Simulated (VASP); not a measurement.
# Sn (Pm-3n) in VASP: relaxation of cell and atoms with PBEsol

Aim: the relaxation of cell and atoms of Sn with PBEsol.

Program: VASP 6.6.1. These are calculated values, not measurements. Logs are shortened: lines on timing, memory, paths and dates and some standing lists are left out, and cuts for length are marked.

## (1) The cell of the first run

The structure is cubic, space group Pm-3n (No. 223). Conventional cell: a = 6.076 Å, b = 6.076 Å, c = 6.076 Å, α = 90.00°, β = 90.00°, γ = 90.00°. Within 4.5 Å of Sn (site symmetry m-3) lie 12 Sn at 3.40 Å. Sn (site symmetry -4m2) has 14 Sn at 3.04 to 3.72 Å within 4.0 Å.

## (2) Relaxation of cell and atoms, PBEsol

Contents of INCAR:

```
PREC = Accurate ; ENCUT = 600
EDIFF = 1E-6 ; ISMEAR = -1
SIGMA = 0.1 ; LREAL = F
LASPH = T ; NELM = 60
ALGO = Normal ; ISIF = 3
LWAVE = F ; LCHARG = F
GGA = PS ; IBRION = 2
NSW = 80 ; EDIFFG = -0.01
```

Contents of KPOINTS:

```
Automatic mesh
0
Gamma
  4 4 4
```

Contents of POSCAR:

```
Sn
1.0
    6.0756993416      0.0000000000      0.0000000000
    0.0000000000      6.0756993416      0.0000000000
    0.0000000000      0.0000000000      6.0756993416
Sn
8
Direct
    0.0000000000      0.0000000000      0.0000000000
    0.5000000000      0.5000000000      0.5000000000
    0.2500000000      0.0000000000      0.5000000000
    0.7500000000      0.0000000000      0.5000000000
    0.5000000000      0.2500000000      0.0000000000
    0.5000000000      0.7500000000      0.0000000000
    0.0000000000      0.5000000000      0.2500000000
    0.0000000000      0.5000000000      0.7500000000
```

Potentials or basis: VASP PAW PBE potentials, release 64 (Sn_d).

The run is started by

```bash
cat potpaw_PBE.64/Sn_d/POTCAR > POTCAR
mpirun -np 1 vasp_std > vasp.out
```

OUTCAR:

```text
PREC = Accurate
   ENCUT = 600
   EDIFF = 1E-6
   ISMEAR = -1
   LREAL = F
   LASPH = T
   NELM = 60
   ISIF = 3
   GGA = PS
   IBRION = 2
   NSW = 80
   EDIFFG = -0.01

 ion  position               nearest neighbor table
   1  0.000  0.000  0.000-   3 3.40   4 3.40   5 3.40   6 3.40   7 3.40   8 3.40   3 3.40   4 3.40
                             7 3.40   8 3.40   5 3.40   6 3.40
   2  0.500  0.500  0.500-   3 3.40   4 3.40   5 3.40   6 3.40   7 3.40   8 3.40   5 3.40   6 3.40
                             3 3.40   4 3.40   7 3.40   8 3.40
   3  0.250  0.000  0.500-   4 3.04   4 3.04   1 3.40   1 3.40   2 3.40   2 3.40   8 3.72   7 3.72
                             8 3.72   7 3.72   6 3.72   5 3.72   5 3.72   6 3.72
   4  0.750  0.000  0.500-   3 3.04   3 3.04   1 3.40   1 3.40   2 3.40   2 3.40   8 3.72   7 3.72
                             8 3.72   7 3.72   6 3.72   5 3.72   5 3.72   6 3.72
   5  0.500  0.250  0.000-   6 3.04   6 3.04   1 3.40   2 3.40   2 3.40   1 3.40   8 3.72   7 3.72
                             7 3.72   8 3.72   3 3.72   4 3.72   3 3.72   4 3.72
   6  0.500  0.750  0.000-   5 3.04   5 3.04   1 3.40   2 3.40   2 3.40   1 3.40   8 3.72   7 3.72
                             7 3.72   8 3.72   3 3.72   4 3.72   3 3.72   4 3.72
   7  0.000  0.500  0.250-   8 3.04   8 3.04   1 3.40   2 3.40   1 3.40   2 3.40   3 3.72   4 3.72
                             5 3.72   3 3.72   4 3.72   6 3.72   5 3.72   6 3.72
   8  0.000  0.500  0.750-   7 3.04   7 3.04   1 3.40   2 3.40   1 3.40   2 3.40   3 3.72   4 3.72
                             5 3.72   3 3.72   4 3.72   6 3.72   5 3.72   6 3.72

  LATTYP: Found a simple cubic cell.
 ALAT       =     6.0756993416

  Lattice vectors:

 A1 = (   6.0756993416,   0.0000000000,   0.0000000000)
 A2 = (   0.0000000000,   6.0756993416,   0.0000000000)
 A3 = (   0.0000000000,   0.0000000000,   6.0756993416)

Analysis of symmetry for initial positions (statically):
=====================================================================
 Subroutine PRICEL returns:
 Original cell was already a primitive cell.

 Routine SETGRP: Setting up the symmetry group for a
 simple cubic supercell.

 Subroutine GETGRP returns: Found 48 space group operations
 (whereof 24 operations were pure point group operations)
 out of a pool of 48 trial point group operations.

The static configuration has the point symmetry T_h .
 The point group associated with its full space group is O_h .

Analysis of symmetry for dynamics (positions and initial velocities):
=====================================================================
 Subroutine PRICEL returns:
 Original cell was already a primitive cell.

 Routine SETGRP: Setting up the symmetry group for a
 simple cubic supercell.

 Subroutine GETGRP returns: Found 48 space group operations
 (whereof 24 operations were pure point group operations)
 out of a pool of 48 trial point group operations.

The dynamic configuration has the point symmetry T_h .
 The point group associated with its full space group is O_h .

 Subroutine INISYM returns: Found 48 space group operations
 (whereof 24 operations are pure point group operations),
 and found     1 'primitive' translations

----------------------------------------------------------------------------------------

                                     Primitive cell

  volume of cell :     224.2791

  direct lattice vectors                    reciprocal lattice vectors
     6.075699342  0.000000000  0.000000000     0.164590106  0.000000000  0.000000000
     0.000000000  6.075699342  0.000000000     0.000000000  0.164590106  0.000000000
     0.000000000  0.000000000  6.075699342     0.000000000  0.000000000  0.164590106

  length of vectors
     6.075699342  6.075699342  6.075699342     0.164590106  0.164590106  0.164590106

  position of ions in fractional coordinates (direct lattice)
     0.000000000  0.000000000  0.000000000
     0.500000000  0.500000000  0.500000000
     0.250000000  0.000000000  0.500000000
     0.750000000  0.000000000  0.500000000
     0.500000000  0.250000000  0.000000000
     0.500000000  0.750000000  0.000000000
     0.000000000  0.500000000  0.250000000
     0.000000000  0.500000000  0.750000000

  ion indices of the primitive-cell ions
   primitive index   ion index
                 1           1
                 2           2
                 3           3
                 4           4
                 5           5
                 6           6
                 7           7
                 8           8

----------------------------------------------------------------------------------------

 KPOINTS: Automatic mesh

Automatic generation of k-mesh.
 Grid dimensions read from file:
 generate k-points for:    4    4    4

 Generating k-lattice:

  Cartesian coordinates                     Fractional coordinates (reciprocal lattice)
     0.041147527  0.000000000  0.000000000     0.250000000  0.000000000  0.000000000
     0.000000000  0.041147527  0.000000000     0.000000000  0.250000000  0.000000000
     0.000000000  0.000000000  0.041147527     0.000000000  0.000000000  0.250000000

  Length of vectors
     0.041147527  0.041147527  0.041147527

  Shift w.r.t. Gamma in fractional coordinates (k-lattice)
     0.000000000  0.000000000  0.000000000

 Subroutine IBZKPT returns following result:
 ===========================================

 Found     10 irreducible k-points:

 Following reciprocal coordinates:
            Coordinates               Weight
  0.000000  0.000000  0.000000      1.000000
  0.250000  0.000000  0.000000      6.000000
  0.500000  0.000000  0.000000      3.000000
  0.250000  0.250000  0.000000     12.000000
  0.500000  0.250000  0.000000     12.000000
  0.500000  0.500000  0.000000      3.000000
  0.250000  0.250000  0.250000      8.000000
  0.500000  0.250000  0.250000     12.000000
  0.500000  0.500000  0.250000      6.000000
  0.500000  0.500000  0.500000      1.000000
   k-points           NKPTS =     10   k-points in BZ     NKDIM =     10   number of bands    NBANDS=     67
   number of dos      NEDOS =    301   number of ions     NIONS =      8
   total plane-waves  NPLWV = 125000
   dimension x,y,z NGX =    50 NGY =   50 NGZ =   50
   dimension x,y,z NGXF=   100 NGYF=  100 NGZF=  100
   ions per type =               8
   NGX,Y,Z   is equivalent  to a cutoff of  13.68, 13.68, 13.68 a.u.
   NGXF,Y,Z  is equivalent  to a cutoff of  27.36, 27.36, 27.36 a.u.
 SYSTEM =  unknown system
   PREC   = accura    normal or accurate (medium, high low for compatibility)
   ISTART =      0    job   : 0-new  1-cont  2-samecut
   ICHARG =      2    charge: 1-file 2-atom 10-const
   ISPIN  =      1    spin polarized calculation?
   LNONCOLLINEAR =      F non collinear calculations
   LSORBIT =      F    spin-orbit coupling
   LASPH  =      T    aspherical Exc in radial PAW
   ENCUT  =  600.0 eV  44.10 Ry    6.64 a.u.  12.13 12.13 12.13*2*pi/ulx,y,z
   NELM   =     60;   NELMIN=  2; NELMDL= -5     # of ELM steps
   EDIFF  = 0.1E-05   stopping-criterion for ELM
   LREAL  =      F    real-space projection
   EDIFFG = -.1E-01   stopping-criterion for IOM
   NSW    =     80    number of steps for IOM
   IBRION =      2    ionic relax: 0-MD 1-quasi-New 2-CG
   NFREE  =      1    steps in history (QN), initial steepest desc. (CG)
   ISIF   =      3    stress and relaxation
   ISYM   =      2    0-nonsym 1-usesym 2-fastsym
   POTIM  = 0.5000    time-step for ionic-motion
   TEBEG  =    0.0;   TEEND  =   0.0 temperature during run
   PSTRESS=    0.0 pullay stress
   NELECT =     112.0000    total number of electrons
   NUPDOWN=      -1.0000    fix difference up-down
   EMIN   =  10.00;   EMAX   =-10.00  energy-range for DOS
   EFERMI =   0.00;   METHOD = LEGACY
   ISMEAR =    -1;   SIGMA  =   0.10  broadening in eV -4-tet -1-fermi 0-gaus
   EFERMI_NEDOS =   21; number of points for ismear=-14 and -15
   IALGO  =     38    algorithm
   IMIX   =      4    mixing-type and parameters
     AMIX     =   0.40;   BMIX     =  1.00
     AMIX_MAG =   1.60;   BMIX_MAG =  1.00
  volume/ion in A,a.u.               =      28.03       189.19
  Fermi-wavevector in a.u.,A,eV,Ry     =   1.298827  2.454427 22.952361  1.686951
  Thomas-Fermi vector in A             =   2.430130
   LORBIT       =      0    0 simple, 1 ext, 2 COOP (PROOUT), +10 PAW based schemes
   GGA     = PS    functional components
   LHFCALC =     F    Hartree Fock is set to
   AEXX    =    0.0000 exact exchange contribution
   IVDW    =     0    specifies the selected vdW correction
   LEPSILON=     F    determine dielectric tensor
   LRPA    =     F    only Hartree local field effects (RPA)
 conjugate gradient relaxation of ions
 non-spin polarized calculation
  energy-cutoff  :      600.00
  volume of cell :      224.28
 maximum number of plane-waves:      7568
 NGX is ok and might be reduce to    50
   NGX = 25   NGY = 25   NGZ = 25

--------------------------------------- Ionic step        1  -------------------------------------------

 number of electron     111.9999992 magnetization

 Free energy of the ion-electron system (eV)
  ---------------------------------------------------
  ext. energy  EPLUGINS =         0.00000000
  ---------------------------------------------------
  free energy    TOTEN  =       -33.17623922 eV

  energy without entropy =      -32.97017085  energy(sigma->0) =      -33.07320503

------------------------ aborting loop because EDIFF is reached ----------------------------------------

  FORCE on cell =-STRESS in cart. coord.  units (eV):
  Direction    XX          YY          ZZ          XY          YZ          ZX
  --------------------------------------------------------------------------------------
  -------------------------------------------------------------------------------------
  Total       -2.2130203     -2.2130203     -2.2130203     -0.0000000      0.0000000     -0.0000000
  in kB      -15.8091000    -15.8091000    -15.8091000     -0.0000000      0.0000000     -0.0000000
  external PRESSURE =     -15.8091000 kB  Pullay stress =       0.0000000 kB
[... 69 lines left out ...]
  energy  without entropy=      -33.0082072270  energy(sigma->0) =      -33.11016002

--------------------------------------- Ionic step        3  -------------------------------------------

 number of electron     112.0000044 magnetization

 Free energy of the ion-electron system (eV)
  ---------------------------------------------------
  ext. energy  EPLUGINS =         0.00000000
  ---------------------------------------------------
  free energy    TOTEN  =       -33.21369617 eV

  energy without entropy =      -33.00938050  energy(sigma->0) =      -33.11153833

 E-fermi :   7.9796     XC(G=0): -10.5074

 val. band max:        7.8753965733   @ k =   0.5000   0.2500   0.2500
 cond. band min:       8.0046989024   @ k =   0.2500   0.0000   0.0000
 fundamental gap:      0.1293023290
 Fermi energy:         7.9795968482

 k-point     1 :       0.0000    0.0000    0.0000
  band No.  band energies     occupation
      1     -13.6340      2.00000
      2     -13.6261      2.00000
      3     -13.6261      2.00000
      4     -13.5037      2.00000
      5     -13.5037      2.00000
      6     -13.5037      2.00000
[... 724 lines left out ...]
  FREE ENERGIE OF THE ION-ELECTRON SYSTEM (eV)
  ---------------------------------------------------
  free  energy   TOTEN  =       -33.2136961672 eV

  energy  without entropy=      -33.0093805013  energy(sigma->0) =      -33.11153833

 reached required accuracy - stopping structural energy minimisation
```

It took 5.9 min on 1 thread of Intel Xeon Platinum 8488C (Sapphire Rapids), shared host; peak memory 0.42 GiB.

What came out:

```
Free energy                           : -33.2137 eV
Relaxed volume                        : 27.11 Å³/atom
Relaxed cell                          : a = 6.008 Å, b = 6.008 Å, c = 6.008 Å, α = 90.00°, β = 90.00°, γ = 90.00°
Space group after relaxing (to 0.1 Å) : Pm-3n (No. 223)
Energy gained by relaxing             : 4.7 meV/atom
Ionic steps                           : 3
Pressure after relaxing               : 0.0 GPa
Band gap on the k mesh                : zero (bands 56 and 57 overlap by 1.38 eV)
```

Step by step:
| step | energy change (eV) | largest force (eV/Å) | pressure (GPa) | volume (Å³) |
| --- | --- | --- | --- | --- |
| 1 | 0.0000 | 0.0000 | -1.58 | 224.28 |
| 2 | -0.0359 | 0.0000 | 0.35 | 215.42 |
| 3 | -0.0375 | 0.0000 | -0.01 | 216.88 |

Final structure:
```yaml
crystal:
  lattice:
    - [6.00815, 0.00000, 0.00000]
    - [0.00000, 6.00815, 0.00000]
    - [0.00000, 0.00000, 6.00815]
  atoms:
    - { symbol: Sn, position: [0.00000, 0.00000, 0.00000] }
    - { symbol: Sn, position: [0.50000, 0.50000, 0.50000] }
    - { symbol: Sn, position: [0.25000, 0.00000, 0.50000] }
    - { symbol: Sn, position: [0.75000, 0.00000, 0.50000] }
    - { symbol: Sn, position: [0.50000, 0.25000, 0.00000] }
    - { symbol: Sn, position: [0.50000, 0.75000, 0.00000] }
    - { symbol: Sn, position: [0.00000, 0.50000, 0.25000] }
    - { symbol: Sn, position: [0.00000, 0.50000, 0.75000] }
```

Levels at points of the mesh, in eV from the Fermi level:
| k point | band 53 | band 54 | band 55 | band 56 | band 57 | band 58 | band 59 | band 60 |
| --- | --- | --- | --- | --- | --- | --- | --- | --- |
| (0.00, 0.00, 0.00) | -2.67 | -1.54 | -1.54 | -1.54 | -0.38 | -0.38 | -0.38 | -0.14 |
| (0.50, 0.00, 0.00) | -1.63 | -1.63 | -0.61 | -0.61 | 0.10 | 0.10 | 0.61 | 0.61 |
| (0.50, 0.50, 0.00) | -0.42 | -0.33 | 0.25 | 0.25 | 0.38 | 0.38 | 1.01 | 1.22 |
| (0.50, 0.50, 0.50) | 0.10 | 0.10 | 0.59 | 0.59 | 1.72 | 1.72 | 1.72 | 1.72 |

Caveat: the PAW data sets were made with another functional, which shifts forces and pressure a little; spin-orbit coupling is left out, which moves the levels of the heavy elements.
